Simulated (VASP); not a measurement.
ZnSe, 2 atoms in the cell. It takes space group F-43m (No. 216, cubic). Conventional cell: a = 5.779 Å, b = 5.779 Å, c = 5.779 Å, α = 90.00°, β = 90.00°, γ = 90.00°. Zn (site symmetry -43m) has 4 Se at 2.50 Å within 3.3 Å. Within 3.3 Å of Se (site symmetry -43m) lie 4 Zn at 2.50 Å. 

```yaml
Program: VASP 6.6.1
Task: electric field gradients
Functional: LDA
Potentials_or_basis: VASP PAW LDA potentials, release 64 (Zn, Se)
Cutoff: 520 eV
k_mesh: 8 × 8 × 8
Occupations: fermi-dirac, width 0.03 eV
Spin: no spin polarisation
Dipole_correction: no
Further_INCAR_settings: ALGO = Normal; EDIFF = 1e-08; NBANDS = 16
```

Potentials or basis: VASP PAW LDA potentials, release 64 (Zn, Se).

The run is started by

```sh
$ cat potpaw_LDA.64/Zn/POTCAR potpaw_LDA.64/Se/POTCAR > POTCAR
$ mpirun -np 1 vasp_std > vasp.out
```

Hardware: 1 thread of Intel Xeon 8259CL, with other jobs on the host.

How long does it take, and how much memory?

Wall time 32 s on 1 thread of Intel Xeon 8259CL (shared host), peak memory 0.16 GiB. Counts: scf iterations 13, k points 29.
